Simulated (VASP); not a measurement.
A run of VASP 6.6.1:

POSCAR

```
TePb
1.0
    0.0000000000      3.2310000000      3.2310000000
    3.2310000000      0.0000000000      3.2310000000
    3.2310000000      3.2310000000      0.0000000000
Pb Te
1 1
Direct
    0.0000000000      0.0000000000      0.0000000000
    0.5000000000      0.5000000000      0.5000000000
```

INCAR.step1

```
SYSTEM = TePb
PREC = Accurate ; ENCUT = 520
EDIFF = 1E-5 ; ISMEAR = 0
SIGMA = 0.02 ; LREAL = .FALSE.
LASPH = .TRUE. ; NELM = 80
ALGO = Normal ; ISIF = 2
LWAVE = .TRUE. ; MAGMOM = 0 0 0 0 0 0
LORBIT = 11 ; LSORBIT = .TRUE.
GGA_COMPAT = .FALSE. ; GGA = PE
KPAR = 4
```

INCAR.step2

```
SYSTEM = TePb
PREC = Accurate ; ENCUT = 520
EDIFF = 1E-6 ; ISMEAR = 0
SIGMA = 0.02 ; LREAL = .FALSE.
LASPH = .TRUE. ; NELM = 80
ALGO = Normal ; ISIF = 2
LWAVE = .FALSE. ; LCHARG = .TRUE.
MAGMOM = 0 0 0 0 0 0 ; LORBIT = 11
LSORBIT = .TRUE. ; GGA_COMPAT = .FALSE.
GGA = PE ; LHFCALC = .TRUE.
HFSCREEN = 0.2 ; PRECFOCK = Fast
LVHAR = .TRUE. ; ISTART = 1
KPAR = 4
```

Contents of KPOINTS:

```
Automatic mesh
0
G
  6 6 6
  0 0 0
```

Potentials or basis: VASP PAW PBE potentials, release 64 (Pb_d, Te).

The run is started by

```sh
$ cat potpaw_PBE.64/Pb_d/POTCAR potpaw_PBE.64/Te/POTCAR > POTCAR
$ cp INCAR.step1 INCAR
$ mpirun -np 4 vasp_ncl > vasp.out
$ cp INCAR.step2 INCAR
$ mpirun -np 4 vasp_ncl > vasp.out
```

Hardware: 4 MPI ranks on Intel(R) Xeon(R) 6975P-C (Granite Rapids), on a shared host.

Task: How long does it take, and how much memory?

Result: It took 33 min on 4 MPI ranks on Intel(R) Xeon(R) 6975P-C (Granite Rapids), on a shared host, peak memory 0.52 GiB a rank. Counts: k points 16.
